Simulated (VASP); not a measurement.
# GaP (F-43m) in VASP: further runs

The runs below take GaP through relaxation of cell and atoms, with r2SCAN.

All numbers are computed with VASP 6.6.1; they aren't measurements. Logs are shortened: lines on timing, memory, paths and dates and some standing lists are left out, and cuts for length are marked.

## (1) The cell of the first run

It takes space group F-43m (No. 216, cubic). Conventional cell: a = 5.451 Å, b = 5.451 Å, c = 5.451 Å, α = 90.00°, β = 90.00°, γ = 90.00°. Within 3.1 Å of Ga (site symmetry -43m) lie 4 P at 2.36 Å. P (site symmetry -43m) has 4 Ga at 2.36 Å within 3.1 Å.

## (2) Relaxation of cell and atoms, r2SCAN, target pressure 4 GPa, at which the enthalpy is minimised

Contents of POSCAR:

```
GaP
1.0
    0.0000000000      2.7252500000      2.7252500000
    2.7252500000      0.0000000000      2.7252500000
    2.7252500000      2.7252500000      0.0000000000
Ga P
1 1
Direct
    0.0000000000      0.0000000000      0.0000000000
    0.7500000000      0.7500000000      0.7500000000
```

Contents of INCAR.step1:

```
SYSTEM = GaP
PREC     = Accurate       ! precision mode
ENCUT    = 600            ! plane-wave cutoff, eV
ISMEAR   = 0              ! smearing method
SIGMA    = 0.01           ! smearing width, eV
LREAL    = .False.        ! projectors in reciprocal space
LASPH    = .True.         ! aspherical terms in the spheres
NELM     = 80             ! most SCF steps
GGA      = PE             ! functional
ALGO     = Normal         ! electronic algorithm
EDIFF    = 1E-4           ! SCF threshold, eV
LWAVE    = .True.         ! write WAVECAR
LCHARG   = .False.        ! write CHGCAR
```

Contents of INCAR.step2:

```
SYSTEM = GaP
PREC     = Accurate       ! precision mode
ENCUT    = 600            ! plane-wave cutoff, eV
EDIFF    = 1E-6           ! SCF threshold, eV
ISMEAR   = 0              ! smearing method
SIGMA    = 0.01           ! smearing width, eV
LREAL    = .False.        ! projectors in reciprocal space
LASPH    = .True.         ! aspherical terms in the spheres
NELM     = 80             ! most SCF steps
ALGO     = Normal         ! electronic algorithm
ISIF     = 3              ! what is computed and relaxed
LWAVE    = .False.        ! write WAVECAR
LCHARG   = .False.        ! write CHGCAR
METAGGA  = R2SCAN         ! meta-GGA
LMIXTAU  = .True.       
IBRION   = 2              ! ionic algorithm
NSW      = 100            ! ionic steps
EDIFFG   = -0.002         ! ionic threshold
PSTRESS  = 40.0         
ISTART   = 1
```

Contents of KPOINTS:

```
regular mesh
0
Gamma
  8 8 8
  0 0 0
```

Potentials or basis: VASP PAW PBE potentials, release 64 (Ga_d, P).

Launch:

```bash
cat potpaw_PBE.64/Ga_d/POTCAR potpaw_PBE.64/P/POTCAR > POTCAR
cp INCAR.step1 INCAR
mpirun -np 1 vasp_std > vasp.out
cp INCAR.step2 INCAR
mpirun -np 1 vasp_std > vasp.out
```

OUTCAR:

```text
SYSTEM = GaP
   PREC = Accurate
   ENCUT = 600
   EDIFF = 1E-6
   ISMEAR = 0
   LREAL = .False.
   LASPH = .True.
   NELM = 80
   ISIF = 3
   METAGGA = R2SCAN
   IBRION = 2
   NSW = 100
   EDIFFG = -0.002
   PSTRESS = 40.0
   ISTART = 1

 ion  position               nearest neighbor table
   1  0.000  0.000  0.000-   2 2.36   2 2.36   2 2.36   2 2.36
   2  0.750  0.750  0.750-   1 2.36   1 2.36   1 2.36   1 2.36

  LATTYP: Found a face centered cubic cell.
 ALAT       =     5.4505000000

  Lattice vectors:

 A1 = (   0.0000000000,   2.7252500000,   2.7252500000)
 A2 = (   2.7252500000,   0.0000000000,   2.7252500000)
 A3 = (   2.7252500000,   2.7252500000,   0.0000000000)

Analysis of symmetry for initial positions (statically):
=====================================================================
 Subroutine PRICEL returns:
 Original cell was already a primitive cell.

 Routine SETGRP: Setting up the symmetry group for a
 face centered cubic supercell.

 Subroutine GETGRP returns: Found 24 space group operations
 (whereof 24 operations were pure point group operations)
 out of a pool of 48 trial point group operations.

The static configuration has the point symmetry T_d .

Analysis of symmetry for dynamics (positions and initial velocities):
=====================================================================
 Subroutine PRICEL returns:
 Original cell was already a primitive cell.

 Routine SETGRP: Setting up the symmetry group for a
 face centered cubic supercell.

 Subroutine GETGRP returns: Found 24 space group operations
 (whereof 24 operations were pure point group operations)
 out of a pool of 48 trial point group operations.

The dynamic configuration has the point symmetry T_d .

 Subroutine INISYM returns: Found 24 space group operations
 (whereof 24 operations are pure point group operations),
 and found     1 'primitive' translations

----------------------------------------------------------------------------------------

                                     Primitive cell

  volume of cell :      40.4808

  direct lattice vectors                    reciprocal lattice vectors
     0.000000000  2.725250000  2.725250000    -0.183469406  0.183469406  0.183469406
     2.725250000  0.000000000  2.725250000     0.183469406 -0.183469406  0.183469406
     2.725250000  2.725250000  0.000000000     0.183469406  0.183469406 -0.183469406

  length of vectors
     3.854085511  3.854085511  3.854085511     0.317778334  0.317778334  0.317778334

  position of ions in fractional coordinates (direct lattice)
     0.000000000  0.000000000  0.000000000
     0.750000000  0.750000000  0.750000000

  ion indices of the primitive-cell ions
   primitive index   ion index
                 1           1
                 2           2

----------------------------------------------------------------------------------------

 KPOINTS: regular mesh

Automatic generation of k-mesh.
 Grid dimensions read from file:
 generate k-points for:    8    8    8

 Generating k-lattice:

  Cartesian coordinates                     Fractional coordinates (reciprocal lattice)
    -0.022933676  0.022933676  0.022933676     0.125000000  0.000000000  0.000000000
     0.022933676 -0.022933676  0.022933676     0.000000000  0.125000000  0.000000000
     0.022933676  0.022933676 -0.022933676     0.000000000  0.000000000  0.125000000

  Length of vectors
     0.039722292  0.039722292  0.039722292

  Shift w.r.t. Gamma in fractional coordinates (k-lattice)
     0.000000000  0.000000000  0.000000000

 Subroutine IBZKPT returns following result:
 ===========================================

 Found     29 irreducible k-points:

 Following reciprocal coordinates:
            Coordinates               Weight
  0.000000  0.000000  0.000000      1.000000
  0.125000  0.000000  0.000000      8.000000
  0.250000  0.000000  0.000000      8.000000
  0.375000  0.000000  0.000000      8.000000
  0.500000  0.000000  0.000000      4.000000
  0.125000  0.125000  0.000000      6.000000
[... 16 lines left out ...]
  0.500000  0.250000  0.125000     48.000000
 -0.375000  0.250000  0.125000     24.000000
 [... further k-points ...]
   k-points           NKPTS =     29   k-points in BZ     NKDIM =     29   number of bands    NBANDS=     13
   number of dos      NEDOS =    301   number of ions     NIONS =      2
   total plane-waves  NPLWV =  32768
   dimension x,y,z NGX =    32 NGY =   32 NGZ =   32
   dimension x,y,z NGXF=    64 NGYF=   64 NGZF=   64
   ions per type =               1   1
   NGX,Y,Z   is equivalent  to a cutoff of  13.80, 13.80, 13.80 a.u.
   NGXF,Y,Z  is equivalent  to a cutoff of  27.61, 27.61, 27.61 a.u.
 SYSTEM =  GaP
   PREC   = accura    normal or accurate (medium, high low for compatibility)
   ISTART =      1    job   : 0-new  1-cont  2-samecut
   ICHARG =      0    charge: 1-file 2-atom 10-const
   ISPIN  =      1    spin polarized calculation?
   LNONCOLLINEAR =      F non collinear calculations
   LSORBIT =      F    spin-orbit coupling
   LASPH  =      T    aspherical Exc in radial PAW
   ENCUT  =  600.0 eV  44.10 Ry    6.64 a.u.   7.70  7.70  7.70*2*pi/ulx,y,z
   NELM   =     80;   NELMIN=  2; NELMDL=  0     # of ELM steps
   EDIFF  = 0.1E-05   stopping-criterion for ELM
   LREAL  =      F    real-space projection
   EDIFFG = -.2E-02   stopping-criterion for IOM
   NSW    =    100    number of steps for IOM
   IBRION =      2    ionic relax: 0-MD 1-quasi-New 2-CG
   NFREE  =      1    steps in history (QN), initial steepest desc. (CG)
   ISIF   =      3    stress and relaxation
   ISYM   =      2    0-nonsym 1-usesym 2-fastsym
   POTIM  = 0.5000    time-step for ionic-motion
   TEBEG  =    0.0;   TEEND  =   0.0 temperature during run
   PSTRESS=   40.0 pullay stress
   NELECT =      18.0000    total number of electrons
   NUPDOWN=      -1.0000    fix difference up-down
   EMIN   =  10.00;   EMAX   =-10.00  energy-range for DOS
   EFERMI =   0.00;   METHOD = LEGACY
   ISMEAR =     0;   SIGMA  =   0.01  broadening in eV -4-tet -1-fermi 0-gaus
   EFERMI_NEDOS =   21; number of points for ismear=-14 and -15
   IALGO  =     38    algorithm
   IMIX   =      4    mixing-type and parameters
     AMIX     =   0.40;   BMIX     =  1.00
     AMIX_MAG =   1.60;   BMIX_MAG =  1.00
  volume/ion in A,a.u.               =      20.24       136.59
  Fermi-wavevector in a.u.,A,eV,Ry     =   1.249538  2.361284 21.243377  1.561344
  Thomas-Fermi vector in A             =   2.383574
   LORBIT       =      0    0 simple, 1 ext, 2 COOP (PROOUT), +10 PAW based schemes
   METAGGA = R2SCAN    functional components
   LHFCALC =     F    Hartree Fock is set to
   AEXX    =    0.0000 exact exchange contribution
   IVDW    =     0    specifies the selected vdW correction
   LEPSILON=     F    determine dielectric tensor
   LRPA    =     F    only Hartree local field effects (RPA)
 conjugate gradient relaxation of ions
 non-spin polarized calculation
 Gauss-broadening in eV      SIGMA  =   0.01
  energy-cutoff  :      600.00
  volume of cell :       40.48
 maximum number of plane-waves:      1365
   NGX = 15   NGY = 15   NGZ = 15

--------------------------------------- Ionic step        1  -------------------------------------------

 number of electron      18.0000003 magnetization

 Free energy of the ion-electron system (eV)
  ---------------------------------------------------
  ext. energy  EPLUGINS =         0.00000000
  ---------------------------------------------------
  free energy    TOTEN  =       -21.46423268 eV

  energy without entropy =      -21.46423268  energy(sigma->0) =      -21.46423268

------------------------ aborting loop because EDIFF is reached ----------------------------------------

  FORCE on cell =-STRESS in cart. coord.  units (eV):
  Direction    XX          YY          ZZ          XY          YZ          ZX
  --------------------------------------------------------------------------------------
  -------------------------------------------------------------------------------------
  Total       -0.0070143     -0.0070143     -0.0070143      0.0000000      0.0000000     -0.0000000
  in kB       -0.2776154     -0.2776154     -0.2776154      0.0000000      0.0000000     -0.0000000
  external PRESSURE =     -40.2776154 kB  Pullay stress =      40.0000000 kB
[... 93 lines left out ...]
  FREE ENERGIE OF THE ION-ELECTRON SYSTEM (eV)
  ---------------------------------------------------
  free  energy   TOTEN  =       -21.4446225916 eV

  energy  without entropy=      -21.4446225916  energy(sigma->0) =      -21.44462259

  enthalpy is  TOTEN    =       -20.4752368721 eV   P V=        0.9693857195

[... ionic steps 4 to 13 ...]

--------------------------------------- Ionic step       14  -------------------------------------------

 number of electron      18.0000005 magnetization

------------------------ aborting loop because EDIFF is reached ----------------------------------------

  FORCE on cell =-STRESS in cart. coord.  units (eV):
  Direction    XX          YY          ZZ          XY          YZ          ZX
  --------------------------------------------------------------------------------------
  -------------------------------------------------------------------------------------
  Total        0.9534151      0.9534151      0.9534151      0.0000000      0.0000000     -0.0000000
  in kB       39.3245687     39.3245687     39.3245687      0.0000000      0.0000000     -0.0000000
  external PRESSURE =      -0.6754313 kB  Pullay stress =      40.0000000 kB
[... 61 lines left out ...]
  enthalpy is  TOTEN    =       -20.4752341297 eV   P V=        0.9697334384

--------------------------------------- Ionic step       16  -------------------------------------------

 number of electron      18.0000005 magnetization

 Free energy of the ion-electron system (eV)
  ---------------------------------------------------
  ext. energy  EPLUGINS =         0.00000000
  ---------------------------------------------------
  free energy    TOTEN  =       -21.44493932 eV

  energy without entropy =      -21.44493932  energy(sigma->0) =      -21.44493932

 E-fermi :   5.0134     XC(G=0): -10.7524

 val. band max:        4.8973788708   @ k =   0.0000   0.0000   0.0000
 cond. band min:       6.7218553690   @ k =   0.5000   0.5000   0.0000
 fundamental gap:      1.8244764983
 Fermi energy:         5.0134499346

 k-point     1 :       0.0000    0.0000    0.0000
  band No.  band energies     occupation
      1     -10.1684      2.00000
      2     -10.1684      2.00000
      3     -10.1684      2.00000
      4     -10.0408      2.00000
      5     -10.0408      2.00000
      6      -8.4540      2.00000
      7       4.8974      2.00000
      8       4.8974      2.00000
      9       4.8974      2.00000
     10       7.6088      0.00000
     11       9.0724      0.00000
     12       9.0724      0.00000
     13       9.0724      0.00000
[... 353 lines left out ...]
 k-point    24 :      -0.3750    0.2500    0.1250
  band No.  band energies     occupation
      1     -10.2856      2.00000
      2     -10.1290      2.00000
      3     -10.1153      2.00000
      4     -10.0475      2.00000
      5     -10.0321      2.00000
      6      -5.6992      2.00000
      7      -1.9345      2.00000
      8       1.4519      2.00000
      9       2.7690      2.00000
     10       8.8398      0.00000
     11       9.5225      0.00000
     12      11.9433      0.00000
     13      13.4614      0.00000

 [... further k-points ...]
[... 5 lines left out ...]
  --------------------------------------------------------------------------------------
  -------------------------------------------------------------------------------------
  Total        0.9694968      0.9694968      0.9694968      0.0000000      0.0000000     -0.0000000
  in kB       39.9914203     39.9914203     39.9914203      0.0000000      0.0000000     -0.0000000
  external PRESSURE =      -0.0085797 kB  Pullay stress =      40.0000000 kB
[... 17 lines left out ...]
  FREE ENERGIE OF THE ION-ELECTRON SYSTEM (eV)
  ---------------------------------------------------
  free  energy   TOTEN  =       -21.4449393185 eV

  energy  without entropy=      -21.4449393185  energy(sigma->0) =      -21.44493932

  enthalpy is  TOTEN    =       -20.4752345300 eV   P V=        0.9697047885

 reached required accuracy - stopping structural energy minimisation
```

It took 5.5 min on 1 thread of Intel Xeon Platinum 8259CL at 2.50GHz (Skylake/Cascade Lake), shared host; peak memory 0.21 GiB.

Results:

```
Free energy                                                : -21.4449 eV
Relaxed volume                                             : 19.42 Å³/atom
Relaxed cell                                               : a = 3.801 Å, b = 3.801 Å, c = 3.801 Å, α = 60.00°, β = 60.00°, γ = 60.00°
Space group after relaxing (to 0.1 Å)                      : F-43m (No. 216)
Energy change on relaxing (the run minimises the enthalpy) : +9.6 meV/atom
Ionic steps                                                : 16
Pressure after relaxing                                    : 4.0 GPa
Band gap on the k mesh                                     : 1.82 eV (least direct gap 2.71 eV)
```

The path:
```
step  energy change (eV)  largest force (eV/Å)  pressure (GPa)  volume (Å³)
   1              0.0000                0.0000           -0.03        40.48
   2              0.0651                0.0000            7.74        37.57
   3              0.0196                0.0000            4.05        38.83
   4              0.0188                0.0000            3.86        38.86
   5              0.0189                0.0000            3.92        38.86
   6              0.0190                0.0000            3.93        38.85
   7              0.0190                0.0000            3.97        38.85
   8              0.0190                0.0000            3.96        38.85
   9              0.0190                0.0000            3.96        38.85
  10              0.0190                0.0000            3.96        38.85
  11              0.0191                0.0000            3.96        38.85
  12              0.0191                0.0000            3.95        38.85
  13              0.0193                0.0000            4.09        38.84
  14              0.0192                0.0000            3.93        38.84
  15              0.0193                0.0000            3.97        38.84
  16              0.0193                0.0000            4.00        38.84
```

Final structure:
```
Ga P
1.0
     0.00000    2.68794    2.68794
     2.68794    0.00000    2.68794
     2.68794    2.68794    0.00000
Ga P
1 1
Cartesian
  0.0000 0.0000 0.0000
  4.0319 4.0319 4.0319
```

Levels at points of the mesh, in eV from the valence-band top:
| k point | band 5 | band 6 | band 7 | band 8 | band 9 | band 10 | band 11 | band 12 | band 13 |
| --- | --- | --- | --- | --- | --- | --- | --- | --- | --- |
| (0.00, 0.00, 0.00) | -14.94 | -13.35 | 0.00 | 0.00 | 0.00 | 2.71 | 4.17 | 4.17 | 4.17 |
| (0.50, 0.00, 0.00) | -14.93 | -11.04 | -7.10 | -1.23 | -1.23 | 2.17 | 5.04 | 5.04 | 8.92 |
| (0.50, 0.50, 0.00) | -14.91 | -10.05 | -7.17 | -2.95 | -2.95 | 1.82 | 2.06 | 11.68 | 11.68 |

Caveat: the cell is relaxed towards a set pressure, so the run minimises the enthalpy, not the energy; the PAW data sets were made with another functional, which shifts forces and pressure a little. A k mesh can miss the band edges.

[end of part 1 of 2]
